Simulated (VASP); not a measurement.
Wanted: the native input for a VASP 6.6.1 run.

| Property | Result |
| --- | --- |
| Task | single point |
| Functional | PBE |
| Potentials or basis | VASP PAW PBE potentials, release 64 (Al, Ni) |
| Cutoff | 520 eV |
| k mesh | 14 × 14 × 14 |
| Occupations | gaussian, width 0.15 eV |
| Spin | collinear spin, ferromagnetic start |
| Starting moments | [0.0, 0.3, 0.3, 0.3] μB |
| Dipole correction | no |
| Further INCAR settings | ALGO = Normal; EDIFF = 1e-07; NBANDS = 28 |

The structure of AlNi3 lies in POSCAR:

```
AlNi3
1.0
    3.5666788946      0.0000000000      0.0000000000
    0.0000000000      3.5666788946      0.0000000000
    0.0000000000      0.0000000000      3.5666788946
Al Ni
1 3
Direct
    0.0000000000      0.0000000000      0.0000000000
    0.0000000000      0.5000000000      0.5000000000
    0.5000000000      0.0000000000      0.5000000000
    0.5000000000      0.5000000000      0.0000000000
```

The input as run:

INCAR

```
  PREC = Accurate
  ENCUT = 520
  EDIFF = 1E-7
  ISMEAR = 0
  SIGMA = 0.15
  LREAL = F
  LASPH = T
  NELM = 150
  ALGO = Normal
  ISIF = 2
  LWAVE = F
  LCHARG = T
  ISPIN = 2
  MAGMOM = 0 0.3 0.3 0.3
  LORBIT = 11
  LMAXMIX = 4
  GGA = PE
  LELF = T
  LVHAR = T
  NBANDS = 28
```

KPOINTS

```
regular mesh
0
Gamma
  14 14 14
```

Potentials or basis: VASP PAW PBE potentials, release 64 (Al, Ni).

Launch:

```sh
$ cat potpaw_PBE.64/Al/POTCAR potpaw_PBE.64/Ni/POTCAR > POTCAR
$ mpirun -np 1 vasp_std > vasp.out
```

It gave:

```yaml
Pressure: 0.1 GPa
Net_moment: 0.66 μB per cell
Site_moments: Al -0.01; Ni +0.24 μB
Valence_electrons_inside_the_program's_atomic_spheres: Al 0.80; Ni 9.38
```

Run time: 3.2 min on 1 thread of AMD EPYC 9R45 96-Core Processor (Zen 5), on a shared host, peak memory 0.3 GiB.
